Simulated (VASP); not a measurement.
GaN, 4 atoms in the cell. Symmetry: P6_3mc, No. 186, hexagonal system. The conventional cell has a = 3.169 Å, b = 3.169 Å, c = 5.166 Å, α = 90.00°, β = 90.00°, γ = 120.00°. Within 2.6 Å of Ga (site symmetry 3m) lie 4 N at 1.94 Å. Within 2.6 Å of N (site symmetry 3m) lie 4 Ga at 1.94 Å. 

```yaml
Program: VASP 6.6.1
Task: single point
Functional: revPBE
Dispersion: D4
Potentials_or_basis: VASP PAW PBE potentials, release 64 (Ga_d, N)
Cutoff: 520 eV
k_mesh: 10 × 10 × 5
Occupations: fermi-dirac, width 0.05 eV
Spin: no spin polarisation
Dipole_correction: no
Further_INCAR_settings: ALGO = Normal; EDIFF = 1e-06; NBANDS = 26
```

Potentials or basis: VASP PAW PBE potentials, release 64 (Ga_d, N).

Command:

```console
$ cat potpaw_PBE.64/Ga_d/POTCAR potpaw_PBE.64/N/POTCAR > POTCAR
$ mpirun -np 1 vasp_std > vasp.out
```

Hardware: 1 thread of Intel Xeon 8259CL (shared host).

Q: Estimate the wall time of this run.

A: Run time: 83 s on 1 thread of Intel Xeon 8259CL, on a shared host, peak memory 0.18 GiB. Counts: scf iterations 15, k points 42.
